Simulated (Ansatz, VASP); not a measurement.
**BaTe in VASP and in Ansatz**

```
Ba Te
1.0
     4.28685    0.00000    0.00000
     0.00000    4.28685    0.00000
     0.00000    0.00000    4.28685
Ba Te
1 1
Direct
  0.00000 0.00000 0.00000
  0.50000 0.50000 0.50000
```

Alike in both runs: task single point; functional r2SCAN; k mesh 6 × 6 × 6; no spin polarisation.

|  | VASP | Ansatz |
| --- | --- | --- |
| version | VASP 6.6.1 | Ansatz 0.2.0 |
| potentials or method | VASP PAW PBE potentials, release 64 (Ba_sv, Te) | plane waves, PAW |
| plane-wave cutoff (eV) | 520 | 500 |
| occupations | gaussian, width 0.01 eV | fixed |
| valence electrons in the cell | 16 | 26 |

VASP gave:

```
gap on the k mesh at the Fermi level (eV) : 1.17
pressure (GPa)                            : -0.6
```

Question: Which values does Ansatz return?

Answer: gap on the k mesh at the Fermi level (eV): 1.26; pressure (GPa): -1.0.

VASP's potentials were made for PBE, not for r2SCAN. VASP's potentials hold 16 valence electrons a cell and Ansatz's 26, so a difference there can come from the potentials and not from the codes.

Spin-orbit coupling is off throughout.
